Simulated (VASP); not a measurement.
# Sc (P4/nmm) in VASP: electric field gradients with r2SCAN

Aim: the electric field gradients of Sc with r2SCAN.

All numbers are computed with VASP 6.6.1; they aren't measurements. Logs are shortened: lines on timing, memory, paths and dates and some standing lists are left out, and cuts for length are marked.

### 1 The cell of the first run

The structure is tetragonal, space group P4/nmm (No. 129). Conventional cell: a = 5.423 Å, b = 5.423 Å, c = 3.435 Å, α = 90.00°, β = 90.00°, γ = 90.00°. Within 4.1 Å of Sc (site symmetry -4m2) lie 14 Sc at 3.15 to 3.83 Å. Sc (site symmetry 4mm) has 14 Sc at 3.15 to 3.84 Å within 4.1 Å.

### 2 Electric field gradients, r2SCAN

POSCAR reads:

```
Sc
1.0
    5.4226760000      0.0000000000      0.0000000000
    0.0000000000      5.4226760000      0.0000000000
    0.0000000000      0.0000000000      3.4352060000
Sc
4
Direct
    0.5000000000      0.5000000000      0.0000000000
    0.0000000000      0.0000000000      0.0000000000
    0.5000000000      0.0000000000      0.5326640000
    0.0000000000      0.5000000000      0.4673360000
```

INCAR.step1 reads:

```
SYSTEM = Sc
PREC     = Accurate       ! precision mode
ENCUT    = 520            ! plane-wave cutoff, eV
ISMEAR   = -1             ! smearing method
SIGMA    = 0.03           ! smearing width, eV
LREAL    = .FALSE.        ! projectors in reciprocal space
LASPH    = .TRUE.         ! aspherical terms in the spheres
NELM     = 100            ! most SCF steps
NBANDS   = 30             ! bands
GGA      = PE             ! functional
ALGO     = Normal         ! electronic algorithm
EDIFF    = 1E-4           ! SCF threshold, eV
LWAVE    = .TRUE.         ! write WAVECAR
LCHARG   = .FALSE.        ! write CHGCAR
```

INCAR.step2 reads:

```
SYSTEM = Sc
PREC     = Accurate       ! precision mode
ENCUT    = 520            ! plane-wave cutoff, eV
EDIFF    = 1E-8           ! SCF threshold, eV
ISMEAR   = -1             ! smearing method
SIGMA    = 0.03           ! smearing width, eV
LREAL    = .FALSE.        ! projectors in reciprocal space
LASPH    = .TRUE.         ! aspherical terms in the spheres
NELM     = 100            ! most SCF steps
ALGO     = Normal         ! electronic algorithm
ISIF     = 2              ! what is computed and relaxed
LWAVE    = .FALSE.        ! write WAVECAR
LCHARG   = .FALSE.        ! write CHGCAR
METAGGA  = R2SCAN         ! meta-GGA
LMIXTAU  = .TRUE.       
LEFG     = .TRUE.       
NBANDS   = 30             ! bands
ISTART   = 1
```

KPOINTS reads:

```
Automatic mesh
0
G
  7 7 11
  0 0 0
```

Potentials or basis: VASP PAW PBE potentials, release 64 (Sc_sv).

Run with:

```sh
$ cat potpaw_PBE.64/Sc_sv/POTCAR > POTCAR
$ cp INCAR.step1 INCAR
$ mpirun -np 1 vasp_std > vasp.out
$ cp INCAR.step2 INCAR
$ mpirun -np 1 vasp_std > vasp.out
```

OUTCAR:

```text
SYSTEM = Sc
   PREC = Accurate
   ENCUT = 520
   EDIFF = 1E-8
   ISMEAR = -1
   LREAL = .FALSE.
   LASPH = .TRUE.
   NELM = 100
   ISIF = 2
   METAGGA = R2SCAN
   ISTART = 1

 ion  position               nearest neighbor table
   1  0.500  0.500  0.000-   3 3.15   4 3.15   3 3.15   4 3.15   3 3.27   3 3.27   4 3.27   4 3.27

   2  0.000  0.000  0.000-   3 3.15   4 3.15   4 3.15   3 3.15   3 3.27   4 3.27   3 3.27   4 3.27

   3  0.500  0.000  0.533-   1 3.15   2 3.15   1 3.15   2 3.15   1 3.27   1 3.27   2 3.27   2 3.27

   4  0.000  0.500  0.467-   1 3.15   2 3.15   2 3.15   1 3.15   2 3.27   1 3.27   1 3.27   2 3.27

  LATTYP: Found a simple tetragonal cell.
 ALAT       =     5.4226760000
 C/A-ratio  =     0.6334890744

  Lattice vectors:

 A1 = (   5.4226760000,   0.0000000000,   0.0000000000)
 A2 = (   0.0000000000,   5.4226760000,   0.0000000000)
 A3 = (   0.0000000000,   0.0000000000,   3.4352060000)

Analysis of symmetry for initial positions (statically):
=====================================================================
 Subroutine PRICEL returns:
 Original cell was already a primitive cell.

 Routine SETGRP: Setting up the symmetry group for a
 simple tetragonal supercell.

 Subroutine GETGRP returns: Found 16 space group operations
 (whereof  8 operations were pure point group operations)
 out of a pool of 16 trial point group operations.

The static configuration has the point symmetry D_2d.
 The point group associated with its full space group is D_4h.

Analysis of symmetry for dynamics (positions and initial velocities):
=====================================================================
 Subroutine PRICEL returns:
 Original cell was already a primitive cell.

 Routine SETGRP: Setting up the symmetry group for a
 simple tetragonal supercell.

 Subroutine GETGRP returns: Found 16 space group operations
 (whereof  8 operations were pure point group operations)
 out of a pool of 16 trial point group operations.

The dynamic configuration has the point symmetry D_2d.
 The point group associated with its full space group is D_4h.

 Subroutine INISYM returns: Found 16 space group operations
 (whereof  8 operations are pure point group operations),
 and found     1 'primitive' translations

----------------------------------------------------------------------------------------

                                     Primitive cell

  volume of cell :     101.0137

  direct lattice vectors                    reciprocal lattice vectors
     5.422676000  0.000000000  0.000000000     0.184410796  0.000000000  0.000000000
     0.000000000  5.422676000  0.000000000     0.000000000  0.184410796  0.000000000
     0.000000000  0.000000000  3.435206000     0.000000000  0.000000000  0.291103357

  length of vectors
     5.422676000  5.422676000  3.435206000     0.184410796  0.184410796  0.291103357

  position of ions in fractional coordinates (direct lattice)
     0.500000000  0.500000000  0.000000000
     0.000000000  0.000000000  0.000000000
     0.500000000  0.000000000  0.532664000
     0.000000000  0.500000000  0.467336000

  ion indices of the primitive-cell ions
   primitive index   ion index
                 1           1
                 2           2
                 3           3
                 4           4

----------------------------------------------------------------------------------------

 KPOINTS: Automatic mesh
[... 22 lines left out ...]

 Following reciprocal coordinates:
            Coordinates               Weight
  0.000000  0.000000  0.000000      1.000000
  0.142857  0.000000  0.000000      4.000000
  0.285714  0.000000  0.000000      4.000000
  0.428571  0.000000  0.000000      4.000000
  0.142857  0.142857  0.000000      4.000000
  0.285714  0.142857  0.000000      8.000000
[... 16 lines left out ...]
  0.285714  0.000000  0.181818      8.000000
  0.428571  0.000000  0.181818      8.000000
 [... further k-points ...]
   k-points           NKPTS =     60   k-points in BZ     NKDIM =     60   number of bands    NBANDS=     30
   number of dos      NEDOS =    301   number of ions     NIONS =      4
   total plane-waves  NPLWV =  44800
   dimension x,y,z NGX =    40 NGY =   40 NGZ =   28
   dimension x,y,z NGXF=    80 NGYF=   80 NGZF=   56
   ions per type =               4
   NGX,Y,Z   is equivalent  to a cutoff of  12.26, 12.26, 13.55 a.u.
   NGXF,Y,Z  is equivalent  to a cutoff of  24.53, 24.53, 27.10 a.u.
 SYSTEM =  Sc
   PREC   = accura    normal or accurate (medium, high low for compatibility)
   ISTART =      1    job   : 0-new  1-cont  2-samecut
   ICHARG =      0    charge: 1-file 2-atom 10-const
   ISPIN  =      1    spin polarized calculation?
   LNONCOLLINEAR =      F non collinear calculations
   LSORBIT =      F    spin-orbit coupling
   LASPH  =      T    aspherical Exc in radial PAW
   ENCUT  =  520.0 eV  38.22 Ry    6.18 a.u.  10.08 10.08  6.39*2*pi/ulx,y,z
   NELM   =    100;   NELMIN=  2; NELMDL=  0     # of ELM steps
   EDIFF  = 0.1E-07   stopping-criterion for ELM
   LREAL  =      F    real-space projection
   EDIFFG = 0.1E-06   stopping-criterion for IOM
   NSW    =      0    number of steps for IOM
   IBRION =     -1    ionic relax: 0-MD 1-quasi-New 2-CG
   NFREE  =      0    steps in history (QN), initial steepest desc. (CG)
   ISIF   =      2    stress and relaxation
   ISYM   =      2    0-nonsym 1-usesym 2-fastsym
   POTIM  = 0.5000    time-step for ionic-motion
   TEBEG  =    0.0;   TEEND  =   0.0 temperature during run
   PSTRESS=    0.0 pullay stress
   NELECT =      44.0000    total number of electrons
   NUPDOWN=      -1.0000    fix difference up-down
   EMIN   =  10.00;   EMAX   =-10.00  energy-range for DOS
   EFERMI =   0.00;   METHOD = LEGACY
   ISMEAR =    -1;   SIGMA  =   0.03  broadening in eV -4-tet -1-fermi 0-gaus
   EFERMI_NEDOS =   21; number of points for ismear=-14 and -15
   IALGO  =     38    algorithm
   IMIX   =      4    mixing-type and parameters
     AMIX     =   0.40;   BMIX     =  1.00
     AMIX_MAG =   1.60;   BMIX_MAG =  1.00
  volume/ion in A,a.u.               =      25.25       170.42
  Fermi-wavevector in a.u.,A,eV,Ry     =   1.240983  2.345117 20.953486  1.540038
  Thomas-Fermi vector in A             =   2.375400
   LORBIT       =      0    0 simple, 1 ext, 2 COOP (PROOUT), +10 PAW based schemes
   METAGGA = R2SCAN    functional components
   LHFCALC =     F    Hartree Fock is set to
   AEXX    =    0.0000 exact exchange contribution
   IVDW    =     0    specifies the selected vdW correction
   LEPSILON=     F    determine dielectric tensor
   LRPA    =     F    only Hartree local field effects (RPA)
 non-spin polarized calculation
  energy-cutoff  :      520.00
  volume of cell :      101.01
 maximum number of plane-waves:      2746
   NGX = 21   NGY = 21   NGZ = 13

 number of electron      43.9999989 magnetization

 Free energy of the ion-electron system (eV)
  ---------------------------------------------------
  ext. energy  EPLUGINS =         0.00000000
  ---------------------------------------------------
  free energy    TOTEN  =       -45.06630173 eV

  energy without entropy =      -45.04009618  energy(sigma->0) =      -45.05319896

 E-fermi :   3.7033     XC(G=0): -10.4940

 val. band max:        3.6918729978   @ k =   0.4286   0.2857   0.2727
 cond. band min:       3.7034612048   @ k =   0.1429   0.0000   0.3636
 fundamental gap:      0.0115882070
 Fermi energy:         3.7033222226

 k-point     1 :       0.0000    0.0000    0.0000
  band No.  band energies     occupation
      1     -48.0974      2.00000
      2     -48.0467      2.00000
      3     -48.0377      2.00000
      4     -47.9972      2.00000
      5     -25.9279      2.00000
      6     -25.9279      2.00000
[... 781 lines left out ...]
     29       6.2112      0.00000
     30       6.2636      0.00000

 [... further k-points ...]
[... 5 lines left out ...]
  --------------------------------------------------------------------------------------
  -------------------------------------------------------------------------------------
  Total       -0.6133674     -0.6133674      0.6736245      0.0000000      0.0000000      0.0000000
  in kB       -9.7286183     -9.7286183     10.6843561      0.0000000      0.0000000      0.0000000
  external PRESSURE =      -2.9242935 kB  Pullay stress =       0.0000000 kB

 VOLUME and BASIS-vectors are now :
 -----------------------------------------------------------------------------
  energy-cutoff  :      520.00
  volume of cell :      101.01
      direct lattice vectors                 reciprocal lattice vectors
     5.422676000  0.000000000  0.000000000     0.184410796  0.000000000  0.000000000
     0.000000000  5.422676000  0.000000000     0.000000000  0.184410796  0.000000000
     0.000000000  0.000000000  3.435206000     0.000000000  0.000000000  0.291103357

 POSITION                                       TOTAL-FORCE (eV/Angst)
 -----------------------------------------------------------------------------------
      2.71134      2.71134      0.00000        -0.000000      0.000000     -0.000000
      0.00000      0.00000      0.00000         0.000000     -0.000000     -0.000000
      2.71134      0.00000      1.82981         0.000000      0.000000     -0.161134
      0.00000      2.71134      1.60540         0.000000      0.000000      0.161134
 -----------------------------------------------------------------------------------
    total drift:                               -0.000000      0.000000     -0.000000

  FREE ENERGIE OF THE ION-ELECTRON SYSTEM (eV)
  ---------------------------------------------------
  free  energy   TOTEN  =       -45.0663017332 eV

  energy  without entropy=      -45.0400961815  energy(sigma->0) =      -45.05319896

 Electric field gradients (V/A^2)
---------------------------------------------------------------------
 ion       V_xx      V_yy      V_zz      V_xy      V_xz      V_yz
---------------------------------------------------------------------
   1      -3.137    -3.137     6.273    -0.000     0.000     0.000
   2      -3.137    -3.137     6.273     0.000     0.000    -0.000
   3      -3.437    -3.437     6.874     0.000     0.000    -0.000
   4      -3.437    -3.437     6.874     0.000     0.000    -0.000
---------------------------------------------------------------------

 Electric field gradients after diagonalization (V/A^2)
 (convention: |V_zz| > |V_xx| > |V_yy|)
----------------------------------------------------------------------
 ion       V_xx      V_yy      V_zz     asymmetry (V_yy - V_xx)/ V_zz
----------------------------------------------------------------------
   1      -3.137    -3.137     6.273       0.000
   2      -3.137    -3.137     6.273       0.000
   3      -3.437    -3.437     6.874       0.000
   4      -3.437    -3.437     6.874       0.000
----------------------------------------------------------------------

           NMR quadrupolar parameters

 Cq : quadrupolar parameter    Cq=e*Q*V_zz/h
 eta: asymmetry parameters     (V_yy - V_xx)/ V_zz
 Q  : nuclear electric quadrupole moment in mb (millibarn)
----------------------------------------------------------------------
 ion       Cq(MHz)       eta       Q (mb)
----------------------------------------------------------------------
   1       0.015       0.000       1.000
   2       0.015       0.000       1.000
   3       0.017       0.000       1.000
   4       0.017       0.000       1.000
----------------------------------------------------------------------
```

Run time: 5 min. Hardware: 1 thread of Intel Xeon 6975P-C (Granite Rapids), shared host; peak memory 0.29 GiB.

Results:

- Free energy: -45.0663 eV
- Pressure: -0.3 GPa
- Largest force: 0.161 eV/Å
- Band gap on the k mesh: zero (band 22 reaches 4.09 eV, above the bottom of band 23 at 3.31 eV)

Forces on the atoms (eV/Å):
```
Sc   0.000  0.000  0.000
Sc   0.000  0.000  0.000
Sc   0.000  0.000 -0.161
Sc   0.000  0.000  0.161
```

Electric field gradients, principal values (V/Å²):
```
atom   least  middle  greatest (by size)
1 Sc  -3.137  -3.137               6.273
2 Sc  -3.137  -3.137               6.273
3 Sc  -3.437  -3.437               6.874
4 Sc  -3.437  -3.437               6.874
```

Caveat: without QUAD_EFG the Cq values of the log hold for a quadrupole moment of 1 mb, not for the nuclei; the PAW data sets were made with another functional, which shifts forces and pressure a little.
